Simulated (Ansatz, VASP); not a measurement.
Zr3Sb4 in VASP and in Ansatz

```
Zr Sb
1.0
     6.29021    0.00000    0.00000
     0.00000    6.29021    0.00000
     0.00000    0.00000    6.29021
Zr Sb
3 4
Direct
  0.00000 0.00000 0.50000
  0.50000 0.00000 0.00000
  0.00000 0.50000 0.00000
  0.27444 0.72556 0.27444
  0.72556 0.27444 0.27444
  0.27444 0.27444 0.72556
  0.72556 0.72556 0.72556
```

Alike in both runs: task single point; functional PBE; k mesh 4 × 4 × 4; occupations gaussian, width 0.02 eV; no spin polarisation.

|  | VASP | Ansatz |
| --- | --- | --- |
| version | VASP 6.6.1 | Ansatz 0.2.0 |
| potentials or method | VASP PAW PBE potentials, release 64 (Zr_sv, Sb), cutoff 520 eV | scalar-relativistic, plane waves, PAW |
| valence electrons in the cell | 56 | 96 |

```tsv
	VASP	Ansatz	Ansatz less VASP
gap on the k mesh at the Fermi level (eV)	0.70	0.71	+0.009
least direct gap on the mesh (eV)	0.77	0.78	+0.008
pressure (GPa)	0.1	0.0	-0.03
rms of the force components (eV/Å)	0.006	0.000	-0.0053
```

Atom by atom the forces differ by 0.005 eV/Å (rms over components). VASP's potentials hold 56 valence electrons a cell and Ansatz's 96, so a difference there can come from the potentials and not from the codes.

Neither program's run includes spin-orbit coupling.
